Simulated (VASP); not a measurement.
# V (P6_3/mmc) in VASP: single point with PBE

Aim: the single point of V with PBE.

Program: VASP 6.6.1. These are calculated values, not measurements. Logs are shortened: lines on timing, memory, paths and dates and some standing lists are left out, and cuts for length are marked.

**1. The cell of the first run**

Symmetry: P6_3/mmc, No. 194, hexagonal system. The conventional cell has a = 2.698 Å, b = 2.698 Å, c = 9.490 Å, α = 90.00°, β = 90.00°, γ = 120.00°. V (site symmetry -3m) has 12 V at 2.70 to 2.84 Å within 3.6 Å. V (site symmetry -6m2) has 12 V at 2.70 to 2.84 Å within 3.6 Å.

This isn't the form of V at room conditions, which is bcc.

**2. Single point, PBE, collinear spin, ferromagnetic start (14.95 Å³/atom)**

Contents of INCAR:

```
PREC     = Accurate       # precision mode
ENCUT    = 520            # plane-wave cutoff, eV
EDIFF    = 1E-6           # SCF threshold, eV
ISMEAR   = -1             # smearing method
SIGMA    = 0.05           # smearing width, eV
LREAL    = False          # projectors in reciprocal space
LASPH    = True           # aspherical terms in the spheres
NELM     = 150            # most SCF steps
ALGO     = Normal         # electronic algorithm
ISIF     = 2              # what is computed and relaxed
LWAVE    = False          # write WAVECAR
LCHARG   = False          # write CHGCAR
ISPIN    = 2              # spin polarisation
MAGMOM   = 1 1 1 1        # initial moments
LORBIT   = 11             # projections on sites
LMAXMIX  = 4              # l up to which the mixer works
GGA      = PE             # functional
NBANDS   = 38             # bands
```

Contents of KPOINTS:

```
regular mesh
0
Gamma
  18 18 5
```

Contents of POSCAR:

```
V
1.0
    2.6978824258      0.0000000000      0.0000000000
   -1.3489412129      2.3364347172      0.0000000000
    0.0000000000      0.0000000000      9.4900540006
V
4
Direct
    0.0000000000      1.0000000000      1.0000000000
    0.0000000000      0.0000000000      0.5000000000
    0.3333333333      0.6666666667      0.2500000000
    0.6666666667      0.3333333333      0.7500000000
```

Potentials or basis: VASP PAW PBE potentials, release 64 (V_sv).

Command:

```sh
> cat potpaw_PBE.64/V_sv/POTCAR > POTCAR
> mpirun -np 1 vasp_std > vasp.out
```

OUTCAR:

```text
PREC = Accurate
   ENCUT = 520
   EDIFF = 1E-6
   ISMEAR = -1
   LREAL = False
   LASPH = True
   NELM = 150
   ISIF = 2
   ISPIN = 2
   LORBIT = 11
   GGA = PE

 ion  position               nearest neighbor table
   1  0.000  0.000  0.000-   3 2.84   4 2.84   4 2.84   3 2.84   4 2.84   3 2.84
   2  0.000  0.000  0.500-   3 2.84   4 2.84   4 2.84   3 2.84   4 2.84   3 2.84
   3  0.333  0.667  0.250-   1 2.84   2 2.84   1 2.84   2 2.84   1 2.84   2 2.84
   4  0.667  0.333  0.750-   1 2.84   2 2.84   1 2.84   2 2.84   1 2.84   2 2.84

  LATTYP: Found a hexagonal cell.
 ALAT       =     2.6978824258
 C/A-ratio  =     3.5175936171

  Lattice vectors:

 A1 = (   2.6978824258,   0.0000000000,   0.0000000000)
 A2 = (  -1.3489412129,   2.3364347172,   0.0000000000)
 A3 = (   0.0000000000,   0.0000000000,   9.4900540006)

Analysis of symmetry for initial positions (statically):
=====================================================================
 Subroutine PRICEL returns:
 Original cell was already a primitive cell.

 Routine SETGRP: Setting up the symmetry group for a
 hexagonal supercell.

 Subroutine GETGRP returns: Found 24 space group operations
 (whereof 12 operations were pure point group operations)
 out of a pool of 24 trial point group operations.

The static configuration has the point symmetry D_3d.
 The point group associated with its full space group is D_6h.

Analysis of symmetry for dynamics (positions and initial velocities):
=====================================================================
 Subroutine PRICEL returns:
 Original cell was already a primitive cell.

 Routine SETGRP: Setting up the symmetry group for a
 hexagonal supercell.

 Subroutine GETGRP returns: Found 24 space group operations
 (whereof 12 operations were pure point group operations)
 out of a pool of 24 trial point group operations.

The dynamic configuration has the point symmetry D_3d.
 The point group associated with its full space group is D_6h.

Analysis of structural, dynamic, and magnetic symmetry:
=====================================================================
 Subroutine PRICEL returns:
 Original cell was already a primitive cell.

 Routine SETGRP: Setting up the symmetry group for a
 hexagonal supercell.

 Subroutine GETGRP returns: Found 24 space group operations
 (whereof 12 operations were pure point group operations)
 out of a pool of 24 trial point group operations.

The overall configuration has the point symmetry D_3d.
 The point group associated with its full space group is D_6h.

 Subroutine INISYM returns: Found 24 space group operations
 (whereof 12 operations are pure point group operations),
 and found     1 'primitive' translations

----------------------------------------------------------------------------------------

                                     Primitive cell

  volume of cell :      59.8199

  direct lattice vectors                    reciprocal lattice vectors
     2.697882426  0.000000000  0.000000000     0.370661075  0.214001271  0.000000000
    -1.348941213  2.336434717  0.000000000     0.000000000  0.428002543  0.000000000
     0.000000000  0.000000000  9.490054001     0.000000000  0.000000000  0.105373478

  length of vectors
     2.697882426  2.697882426  9.490054001     0.428002543  0.428002543  0.105373478

  position of ions in fractional coordinates (direct lattice)
     0.000000000  0.000000000  0.000000000
     0.000000000  0.000000000  0.500000000
     0.333333333  0.666666667  0.250000000
     0.666666667  0.333333333  0.750000000

  ion indices of the primitive-cell ions
   primitive index   ion index
                 1           1
                 2           2
                 3           3
                 4           4

----------------------------------------------------------------------------------------

 KPOINTS: regular mesh

Automatic generation of k-mesh.
 Grid dimensions read from file:
 generate k-points for:   18   18    5

 Generating k-lattice:

  Cartesian coordinates                     Fractional coordinates (reciprocal lattice)
     0.020592282  0.011888960  0.000000000     0.055555556  0.000000000  0.000000000
     0.000000000  0.023777919  0.000000000     0.000000000  0.055555556  0.000000000
     0.000000000  0.000000000  0.021074696     0.000000000  0.000000000  0.200000000

  Length of vectors
     0.023777919  0.023777919  0.021074696

  Shift w.r.t. Gamma in fractional coordinates (k-lattice)
     0.000000000  0.000000000  0.000000000

 Subroutine IBZKPT returns following result:
 ===========================================

 Found    111 irreducible k-points:

 Following reciprocal coordinates:
            Coordinates               Weight
  0.000000  0.000000  0.000000      1.000000
  0.055556  0.000000  0.000000      6.000000
  0.111111  0.000000  0.000000      6.000000
  0.166667  0.000000  0.000000      6.000000
  0.222222 -0.000000  0.000000      6.000000
  0.277778  0.000000  0.000000      6.000000
[... 16 lines left out ...]
  0.333333  0.111111  0.000000     12.000000
  0.388889  0.111111  0.000000     12.000000
 [... further k-points ...]
   k-points           NKPTS =    111   k-points in BZ     NKDIM =    111   number of bands    NBANDS=     38
   number of dos      NEDOS =    301   number of ions     NIONS =      4
   total plane-waves  NPLWV =  28800
   dimension x,y,z NGX =    20 NGY =   20 NGZ =   72
   dimension x,y,z NGXF=    40 NGYF=   40 NGZF=  144
   ions per type =               4
   NGX,Y,Z   is equivalent  to a cutoff of  12.32, 12.32, 12.61 a.u.
   NGXF,Y,Z  is equivalent  to a cutoff of  24.65, 24.65, 25.23 a.u.
 SYSTEM =  unknown system
   PREC   = accura    normal or accurate (medium, high low for compatibility)
   ISTART =      0    job   : 0-new  1-cont  2-samecut
   ICHARG =      2    charge: 1-file 2-atom 10-const
   ISPIN  =      2    spin polarized calculation?
   LNONCOLLINEAR =      F non collinear calculations
   LSORBIT =      F    spin-orbit coupling
   LASPH  =      T    aspherical Exc in radial PAW
   ENCUT  =  520.0 eV  38.22 Ry    6.18 a.u.   5.02  5.02 17.65*2*pi/ulx,y,z
   NELM   =    150;   NELMIN=  2; NELMDL= -5     # of ELM steps
   EDIFF  = 0.1E-05   stopping-criterion for ELM
   LREAL  =      F    real-space projection
   EDIFFG = 0.1E-04   stopping-criterion for IOM
   NSW    =      0    number of steps for IOM
   IBRION =     -1    ionic relax: 0-MD 1-quasi-New 2-CG
   NFREE  =      0    steps in history (QN), initial steepest desc. (CG)
   ISIF   =      2    stress and relaxation
   ISYM   =      2    0-nonsym 1-usesym 2-fastsym
   POTIM  = 0.5000    time-step for ionic-motion
   TEBEG  =    0.0;   TEEND  =   0.0 temperature during run
   PSTRESS=    0.0 pullay stress
   NELECT =      52.0000    total number of electrons
   NUPDOWN=      -1.0000    fix difference up-down
   EMIN   =  10.00;   EMAX   =-10.00  energy-range for DOS
   EFERMI =   0.00;   METHOD = LEGACY
   ISMEAR =    -1;   SIGMA  =   0.05  broadening in eV -4-tet -1-fermi 0-gaus
   EFERMI_NEDOS =   21; number of points for ismear=-14 and -15
   IALGO  =     38    algorithm
   IMIX   =      4    mixing-type and parameters
     AMIX     =   0.40;   BMIX     =  1.00
     AMIX_MAG =   1.60;   BMIX_MAG =  1.00
  volume/ion in A,a.u.               =      14.95       100.92
  Fermi-wavevector in a.u.,A,eV,Ry     =   1.562407  2.952521 33.213392  2.441115
  Thomas-Fermi vector in A             =   2.665330
   LORBIT       =     11    0 simple, 1 ext, 2 COOP (PROOUT), +10 PAW based schemes
   GGA     = PE    functional components
   LHFCALC =     F    Hartree Fock is set to
   AEXX    =    0.0000 exact exchange contribution
   IVDW    =     0    specifies the selected vdW correction
   LEPSILON=     F    determine dielectric tensor
   LRPA    =     F    only Hartree local field effects (RPA)
 spin polarized calculation
  energy-cutoff  :      520.00
  volume of cell :       59.82
 maximum number of plane-waves:      1635
 NGX is ok and might be reduce to    20
   NGX =  9   NGY =  9   NGZ = 35

 number of electron      52.0000018 magnetization       0.0000246

 number of electron      52.0000018 magnetization      -0.0000119

 Free energy of the ion-electron system (eV)
  ---------------------------------------------------
  ext. energy  EPLUGINS =         0.00000000
  ---------------------------------------------------
  free energy    TOTEN  =       -34.88864684 eV

  energy without entropy =      -34.82935765  energy(sigma->0) =      -34.85900224

 E-fermi :   8.7609     XC(G=0): -12.3405

 val. band max:        8.7608618722   @ k =   0.3889   0.1667   0.2000
 cond. band min:       8.7609281685   @ k =   0.3889   0.1667   0.2000
 fundamental gap:      0.0000662963
 Fermi energy:         8.7608661220

 spin component 1

 k-point     1 :       0.0000    0.0000    0.0000
  band No.  band energies     occupation
      1     -55.3679      1.00000
      2     -55.3430      1.00000
      3     -55.2901      1.00000
      4     -55.2648      1.00000
      5     -29.4057      1.00000
      6     -29.1519      1.00000
[... 30 lines left out ...]
     37      10.9757      0.00000
     38      10.9757      0.00000
[... 941 lines left out ...]
     37      12.5100      0.00000
     38      12.8737      0.00000

 [... further k-points ...]

 spin component 2

 k-point     1 :       0.0000    0.0000    0.0000
  band No.  band energies     occupation
      1     -55.3676      1.00000
      2     -55.3424      1.00000
      3     -55.2907      1.00000
      4     -55.2651      1.00000
      5     -29.4057      1.00000
      6     -29.1513      1.00000
[... 30 lines left out ...]
     37      10.9761      0.00000
     38      10.9761      0.00000
[... 941 lines left out ...]
     37      12.5098      0.00000
     38      12.8741      0.00000

 [... further k-points ...]
[... 5 lines left out ...]
  --------------------------------------------------------------------------------------
  -------------------------------------------------------------------------------------
  Total       -4.1647377     -4.1647377     -4.3854258     -0.0000000     -0.0000000      0.0000000
  in kB     -111.5457120   -111.5457120   -117.4564845     -0.0000000     -0.0000000      0.0000000
  external PRESSURE =    -113.5159695 kB  Pullay stress =       0.0000000 kB

 VOLUME and BASIS-vectors are now :
 -----------------------------------------------------------------------------
  energy-cutoff  :      520.00
  volume of cell :       59.82
      direct lattice vectors                 reciprocal lattice vectors
     2.697882426  0.000000000  0.000000000     0.370661075  0.214001271  0.000000000
    -1.348941213  2.336434717  0.000000000     0.000000000  0.428002543  0.000000000
     0.000000000  0.000000000  9.490054001     0.000000000  0.000000000  0.105373478

 POSITION                                       TOTAL-FORCE (eV/Angst)
 -----------------------------------------------------------------------------------
      0.00000      0.00000      0.00000        -0.000000      0.000000     -0.000000
      0.00000      0.00000      4.74503        -0.000000      0.000000     -0.000000
     -0.00000      1.55762      2.37251         0.000000     -0.000000      0.000000
      1.34894      0.77881      7.11754        -0.000000      0.000000      0.000000
 -----------------------------------------------------------------------------------
    total drift:                                0.000000     -0.000000      0.000000

  FREE ENERGIE OF THE ION-ELECTRON SYSTEM (eV)
  ---------------------------------------------------
  free  energy   TOTEN  =       -34.8886468373 eV

  energy  without entropy=      -34.8293576524  energy(sigma->0) =      -34.85900224

 total charge

# of ion       s       p       d       tot
------------------------------------------
    1        2.322   6.198   2.970  11.490
    2        2.322   6.198   2.970  11.490
    3        2.319   6.189   2.990  11.498
    4        2.319   6.189   2.990  11.498
--------------------------------------------------
tot          9.281  24.775  11.920  45.976

 magnetization (x)

# of ion       s       p       d       tot
------------------------------------------
    1        0.000   0.000   0.000   0.001
    2        0.000   0.000   0.000   0.001
    3       -0.000  -0.000  -0.000  -0.001
    4       -0.000  -0.000  -0.000  -0.001
--------------------------------------------------
tot         -0.000   0.000   0.000   0.000
```

Run time: 8.5 min. Hardware: 1 thread of Oxide Virtual Turin-like, shared host; peak memory 0.39 GiB.

What came out:

* Free energy: -34.8886 eV
* Pressure: -11.4 GPa
* Band gap on the k mesh: zero (filled and empty bands overlap)
* Net moment: 0.00 μB per cell
* Valence electrons inside the program's atomic spheres: V 11.49, 11.50 (each value once)

Caveat: the cell stands under tension.
